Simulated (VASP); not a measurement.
# CoO (I-4m2) in VASP: a series of runs

The runs below take CoO through single point, with PBE.

All numbers are computed with VASP 6.6.1; they aren't measurements. Logs are shortened: lines on timing, memory, paths and dates and some standing lists are left out, and cuts for length are marked.

### 1 The cell of the first run

The structure is tetragonal, space group I-4m2 (No. 119). Conventional cell: a = 3.189 Å, b = 3.189 Å, c = 4.368 Å, α = 90.00°, β = 90.00°, γ = 90.00°. Co (site symmetry -4m2) has 4 O at 1.93 Å within 2.6 Å. Within 2.6 Å of O (site symmetry -4m2) lie 4 Co at 1.93 Å.

### 2 Single point, PBE, collinear spin, antiferromagnetic start (volume scaled by 0.980)

The input, INCAR:

```
  PREC = Accurate
  ENCUT = 520
  EDIFF = 1E-6
  ISMEAR = 0
  SIGMA = 0.05
  LREAL = False
  LASPH = True
  NELM = 150
  ALGO = Normal
  ISIF = 2
  LWAVE = False
  LCHARG = False
  ISPIN = 2
  MAGMOM = 2.24 -2.24 0 0
  LORBIT = 11
  LMAXMIX = 4
  GGA = PE
  NBANDS = 27
```

The input, KPOINTS:

```
regular mesh
0
Gamma
  12 12 6
```

The input, POSCAR:

```
CoO
1.0
    0.0000000000      2.2551492353      2.2551492353
    4.3684653970      2.2551492353      2.2551492353
    4.3684653970      4.5102984706     -0.0000000001
Co O
2 2
Direct
    0.0000000000      0.0000000000      0.0000000000
    0.0000000000      0.0000000000      0.5000000000
    0.2499983655      0.2500016345      0.0000000000
    0.2500016345      0.2499983655      0.5000000000
```

Potentials or basis: VASP PAW PBE potentials, release 64 (Co, O).

The run is started by

```console
$ cat potpaw_PBE.64/Co/POTCAR potpaw_PBE.64/O/POTCAR > POTCAR
$ mpirun -np 1 vasp_std > vasp.out
```

OUTCAR:

```text
PREC = Accurate
   ENCUT = 520
   EDIFF = 1E-6
   ISMEAR = 0
   LREAL = False
   LASPH = True
   NELM = 150
   ISIF = 2
   ISPIN = 2
   LORBIT = 11
   GGA = PE

 ion  position               nearest neighbor table
   1  0.000  0.000  0.000-   3 1.93   3 1.93   4 1.93   4 1.93
   2  0.000  0.000  0.500-   4 1.93   4 1.93   3 1.93   3 1.93
   3  0.250  0.250  0.000-   2 1.93   2 1.93   1 1.93   1 1.93
   4  0.250  0.250  0.500-   2 1.93   2 1.93   1 1.93   1 1.93

  LATTYP: Found a simple tetragonal cell.
 ALAT       =     3.1892626337
 C/A-ratio  =     1.3697415041

  Lattice vectors:

 A1 = (   0.0000000000,  -2.2551492353,  -2.2551492353)
 A2 = (   0.0000000000,   2.2551492353,  -2.2551492354)
 A3 = (   4.3684653970,   0.0000000000,   0.0000000000)

Analysis of symmetry for initial positions (statically):
=====================================================================
 Subroutine PRICEL returns following result:

  LATTYP: Found a body centered tetragonal cell.
 ALAT       =     3.1892626338
 C/A-ratio  =     1.3697415041
[... 12 lines left out ...]
 Subroutine GETGRP returns: Found  8 space group operations
 (whereof  8 operations were pure point group operations)
 out of a pool of 16 trial point group operations.

The static configuration has the point symmetry D_2d.

Analysis of symmetry for dynamics (positions and initial velocities):
=====================================================================
 Subroutine PRICEL returns following result:

  LATTYP: Found a body centered tetragonal cell.
 ALAT       =     3.1892626338
 C/A-ratio  =     1.3697415041
[... 12 lines left out ...]
 Subroutine GETGRP returns: Found  8 space group operations
 (whereof  8 operations were pure point group operations)
 out of a pool of 16 trial point group operations.

The dynamic configuration has the point symmetry D_2d.

Analysis of structural, dynamic, and magnetic symmetry:
=====================================================================
 Subroutine PRICEL returns following result:

  LATTYP: Found a body centered tetragonal cell.
 ALAT       =     3.1892626338
 C/A-ratio  =     1.3697415041
[... 12 lines left out ...]
 Subroutine GETGRP returns: Found  8 space group operations
 (whereof  8 operations were pure point group operations)
 out of a pool of 16 trial point group operations.

The overall configuration has the point symmetry D_2d.

 Subroutine INISYM returns: Found  8 space group operations
 (whereof  8 operations are pure point group operations),
 and found     2 'primitive' translations

----------------------------------------------------------------------------------------

                                     Primitive cell

  volume of cell :      22.2167

  direct lattice vectors                    reciprocal lattice vectors
    -2.184232698  0.000000000 -2.255149235    -0.228913339  0.221714817 -0.221714817
    -2.184232698  0.000000000  2.255149235    -0.228913339  0.221714817  0.221714817
     2.184232698  2.255149235 -0.000000000     0.000000000  0.443429634  0.000000000

  length of vectors
     3.139517567  3.139517567  3.139517567     0.388221891  0.388221891  0.443429634

  position of ions in fractional coordinates (direct lattice)
     0.000000000  0.000000000  0.000000000
     0.749998365  0.249998365  0.500000000

  ion indices of the primitive-cell ions
   primitive index   ion index
                 1           1
                 2           3

----------------------------------------------------------------------------------------

 KPOINTS: regular mesh

Automatic generation of k-mesh.
 Grid dimensions read from file:
 generate k-points for:   12   12    6

 Generating k-lattice:

  Cartesian coordinates                     Fractional coordinates (reciprocal lattice)
    -0.019076112  0.018476235  0.018476235     0.083333333  0.000000000  0.000000000
     0.019076112 -0.018476235  0.018476235     0.000000000  0.083333333 -0.000000000
     0.000000000  0.036952469 -0.036952469     0.000000000  0.000000000  0.166666667

  Length of vectors
     0.032351824  0.032351824  0.052258684

  Shift w.r.t. Gamma in fractional coordinates (k-lattice)
     0.000000000  0.000000000  0.000000000

 Subroutine IBZKPT returns following result:
 ===========================================

 Found    100 irreducible k-points:

 Following reciprocal coordinates:
            Coordinates               Weight
  0.000000  0.000000  0.000000      1.000000
  0.083333 -0.000000 -0.000000      8.000000
  0.166667 -0.000000 -0.000000      8.000000
  0.250000 -0.000000 -0.000000      8.000000
  0.333333 -0.000000 -0.000000      8.000000
  0.416667 -0.000000  0.000000      8.000000
[... 16 lines left out ...]
  0.500000  0.166667 -0.000000      8.000000
 -0.416667  0.166667  0.000000     16.000000
 [... further k-points ...]
   k-points           NKPTS =    100   k-points in BZ     NKDIM =    100   number of bands    NBANDS=     27
   number of dos      NEDOS =    301   number of ions     NIONS =      4
   total plane-waves  NPLWV =  46080
   dimension x,y,z NGX =    24 NGY =   40 NGZ =   48
   dimension x,y,z NGXF=    48 NGYF=   80 NGZF=   96
   ions per type =               2   2
   NGX,Y,Z   is equivalent  to a cutoff of  12.51, 12.29, 12.71 a.u.
   NGXF,Y,Z  is equivalent  to a cutoff of  25.02, 24.59, 25.42 a.u.
 SYSTEM =  unknown system
   PREC   = accura    normal or accurate (medium, high low for compatibility)
   ISTART =      0    job   : 0-new  1-cont  2-samecut
   ICHARG =      2    charge: 1-file 2-atom 10-const
   ISPIN  =      2    spin polarized calculation?
   LNONCOLLINEAR =      F non collinear calculations
   LSORBIT =      F    spin-orbit coupling
   LASPH  =      T    aspherical Exc in radial PAW
   ENCUT  =  520.0 eV  38.22 Ry    6.18 a.u.   5.93 10.06 11.67*2*pi/ulx,y,z
   NELM   =    150;   NELMIN=  2; NELMDL= -5     # of ELM steps
   EDIFF  = 0.1E-05   stopping-criterion for ELM
   LREAL  =      F    real-space projection
   EDIFFG = 0.1E-04   stopping-criterion for IOM
   NSW    =      0    number of steps for IOM
   IBRION =     -1    ionic relax: 0-MD 1-quasi-New 2-CG
   NFREE  =      0    steps in history (QN), initial steepest desc. (CG)
   ISIF   =      2    stress and relaxation
   ISYM   =      2    0-nonsym 1-usesym 2-fastsym
   POTIM  = 0.5000    time-step for ionic-motion
   TEBEG  =    0.0;   TEEND  =   0.0 temperature during run
   PSTRESS=    0.0 pullay stress
   NELECT =      30.0000    total number of electrons
   NUPDOWN=      -1.0000    fix difference up-down
   EMIN   =  10.00;   EMAX   =-10.00  energy-range for DOS
   EFERMI =   0.00;   METHOD = LEGACY
   ISMEAR =     0;   SIGMA  =   0.05  broadening in eV -4-tet -1-fermi 0-gaus
   EFERMI_NEDOS =   21; number of points for ismear=-14 and -15
   IALGO  =     38    algorithm
   IMIX   =      4    mixing-type and parameters
     AMIX     =   0.40;   BMIX     =  1.00
     AMIX_MAG =   1.60;   BMIX_MAG =  1.00
  volume/ion in A,a.u.               =      11.11        74.96
  Fermi-wavevector in a.u.,A,eV,Ry     =   1.436191  2.714007 28.063969  2.062644
  Thomas-Fermi vector in A             =   2.555406
   LORBIT       =     11    0 simple, 1 ext, 2 COOP (PROOUT), +10 PAW based schemes
   GGA     = PE    functional components
   LHFCALC =     F    Hartree Fock is set to
   AEXX    =    0.0000 exact exchange contribution
   IVDW    =     0    specifies the selected vdW correction
   LEPSILON=     F    determine dielectric tensor
   LRPA    =     F    only Hartree local field effects (RPA)
 spin polarized calculation
 Gauss-broadening in eV      SIGMA  =   0.05
  energy-cutoff  :      520.00
  volume of cell :       44.43
 maximum number of plane-waves:      1224
   NGX = 11   NGY = 21   NGZ = 23

 number of electron      30.0000000 magnetization      -0.0000000

 number of electron      29.9999998 magnetization       0.0000000

 Free energy of the ion-electron system (eV)
  ---------------------------------------------------
  ext. energy  EPLUGINS =         0.00000000
  ---------------------------------------------------
  free energy    TOTEN  =       -26.91207250 eV

  energy without entropy =      -26.91019075  energy(sigma->0) =      -26.91113163

 E-fermi :   6.6671     XC(G=0): -11.3527

 val. band max:        6.6628872376   @ k =   0.4167  -0.2500   0.1667
 cond. band min:       6.6841526810   @ k =   0.4167   0.4167   0.3333
 fundamental gap:      0.0212654434
 Fermi energy:         6.6670525825

 spin component 1

 k-point     1 :       0.0000    0.0000    0.0000
  band No.  band energies     occupation
      1     -13.6328      1.00000
      2     -12.7290      1.00000
      3      -0.6179      1.00000
      4       0.4816      1.00000
      5       0.4816      1.00000
      6       0.5771      1.00000
[... 709 lines left out ...]
     26      21.0253      0.00000
     27      25.3093      0.00000

 [... further k-points ...]

 spin component 2

 k-point     1 :       0.0000    0.0000    0.0000
  band No.  band energies     occupation
      1     -13.6328      1.00000
      2     -12.7291      1.00000
      3      -0.6179      1.00000
      4       0.4814      1.00000
      5       0.4815      1.00000
      6       0.5770      1.00000
[... 709 lines left out ...]
     26      21.0253      0.00000
     27      25.3093      0.00000

 [... further k-points ...]
[... 5 lines left out ...]
  --------------------------------------------------------------------------------------
  -------------------------------------------------------------------------------------
  Total        0.6864189      0.6791498      0.6791498      0.0000000     -0.0000000      0.0000000
  in kB       24.7508634     24.4887546     24.4887546      0.0000000     -0.0000000      0.0000000
  external PRESSURE =      24.5761242 kB  Pullay stress =       0.0000000 kB

 VOLUME and BASIS-vectors are now :
 -----------------------------------------------------------------------------
  energy-cutoff  :      520.00
  volume of cell :       44.43
      direct lattice vectors                 reciprocal lattice vectors
     0.000000000  2.255149235  2.255149235    -0.228913339  0.221714817  0.221714817
     4.368465397  2.255149235  2.255149235     0.228913339 -0.221714817  0.221714817
     4.368465397  4.510298471 -0.000000000     0.000000000  0.221714817 -0.221714817

 POSITION                                       TOTAL-FORCE (eV/Angst)
 -----------------------------------------------------------------------------------
      0.00000      0.00000      0.00000        -0.000000      0.000000      0.000000
      2.18423      2.25515     -0.00000        -0.000000      0.000000      0.000000
      1.09212      1.12757      1.12757         0.000000     -0.000000     -0.000000
      3.27634      3.38272      1.12757         0.000000     -0.000000     -0.000000
 -----------------------------------------------------------------------------------
    total drift:                               -0.000016     -0.000008     -0.000016

  FREE ENERGIE OF THE ION-ELECTRON SYSTEM (eV)
  ---------------------------------------------------
  free  energy   TOTEN  =       -26.9120725040 eV

  energy  without entropy=      -26.9101907534  energy(sigma->0) =      -26.91113163

 total charge

# of ion       s       p       d       tot
------------------------------------------
    1        0.359   0.469   7.241   8.069
    2        0.359   0.469   7.241   8.069
    3        1.553   3.449   0.000   5.002
    4        1.553   3.449   0.000   5.002
--------------------------------------------------
tot          3.823   7.837  14.482  26.142

 magnetization (x)

# of ion       s       p       d       tot
------------------------------------------
    1        0.008   0.048   2.093   2.149
    2       -0.008  -0.048  -2.093  -2.149
    3        0.000   0.000   0.000   0.000
    4        0.000   0.000   0.000   0.000
--------------------------------------------------
tot          0.000   0.000   0.000   0.000
```

Wall time 7.9 min (1 thread of Intel Xeon Platinum 8259CL at 2.50GHz (Skylake/Cascade Lake), shared host); peak memory 0.36 GiB.

Results:

| Item | Value |
| --- | --- |
| Free energy | -26.9121 eV |
| Pressure | 2.5 GPa |
| Band gap on the k mesh | zero (filled and empty bands overlap) |
| Net moment | 0.00 μB per cell |
| Site moments | Co +2.15, -2.15; O +0.00 μB |
| Valence electrons inside the program's atomic spheres | Co 8.07; O 5.00 |

Caveat: semilocal functionals often make such compounds metallic where correlation or magnetic order opens a gap, which also shifts bond lengths.

(Continued in part 2 of 2.)
